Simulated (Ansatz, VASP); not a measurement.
**SiF4 in VASP and in Ansatz**

```
CELL_PARAMETERS angstrom
15.00000 0.00000 0.00000
0.00000 15.50000 0.00000
0.00000 0.00000 16.00000
ATOMIC_POSITIONS crystal
F 0.50096 0.49842 0.40254
F 0.59770 0.49996 0.53333
F 0.45119 0.58295 0.53082
F 0.45016 0.41866 0.53331
Si 0.50000 0.50000 0.50000
```

Alike in both runs: functional r2SCAN; k mesh 1 × 1 × 1; occupations gaussian, width 0.005 eV; no spin polarisation.

Ansatz relaxed the structure, and its values are those at the end. VASP's run is a single point on that final structure, the one shown.

```csv
,VASP,Ansatz
version,VASP 6.6.1,Ansatz 0.2.0
potentials or method,"VASP PAW PBE potentials, release 64 (F_h, Si), cutoff 910 eV","scalar-relativistic, plane waves, PAW"
valence electrons in the cell,32,32
```

|  | VASP | Ansatz | Ansatz less VASP |
| --- | --- | --- | --- |
| gap on the k mesh at the Fermi level (eV) | 10.60 | 10.56 | -0.039 |
| rms of the force components (eV/Å) | 0.044 | 0.000 | -0.0433 |

VASP's potentials were made for PBE, not for r2SCAN.

Noted on VASP's run: the cutoff is under 1.25 times that of the potentials, so the pressure is a little rough.
